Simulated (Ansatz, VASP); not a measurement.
## SnO: VASP beside Ansatz

```xyz
4
Lattice="3.3550 0.0000 0.0000 0.0000 5.6741 0.0000 0.0000 0.0000 4.2220" Properties=species:S:1:pos:R:3 pbc="T T T"
Sn   -0.3182    0.9977    2.6165
Sn    1.6775    4.3582    0.0555
O     0.0000    5.0570    3.1110
O     1.6775    0.6171    1.0000
```

Alike in both runs: task single point; functional LDA; k mesh 8 × 6 × 6; occupations gaussian, width 0.05 eV; no spin polarisation.

|  | VASP | Ansatz |
| --- | --- | --- |
| version | VASP 6.6.1 | Ansatz 0.2.0 |
| potentials or method | VASP PAW LDA potentials, release 64 (Sn_d, O), cutoff 520 eV | scalar-relativistic, plane waves, PAW |
| valence electrons in the cell | 40 | 40 |

|  | VASP | Ansatz | Ansatz less VASP |
| --- | --- | --- | --- |
| gap on the k mesh at the Fermi level (eV) | 1.33 | 1.36 | +0.026 |
| least direct gap on the mesh (eV) | 1.46 | 1.49 | +0.026 |
| pressure (GPa) | 9.4 | 9.5 | +0.12 |
| traceless stress, the component that is largest in VASP (GPa) | 20.65 | 21.13 | +0.482 |
| rms of the force components (eV/Å) | 4.324 | 4.437 | +0.1124 |

LDA's correlation is that of Perdew and Zunger in VASP and of Perdew and Wang (1992) in Ansatz. Atom by atom the forces differ by 0.124 eV/Å (rms over components).
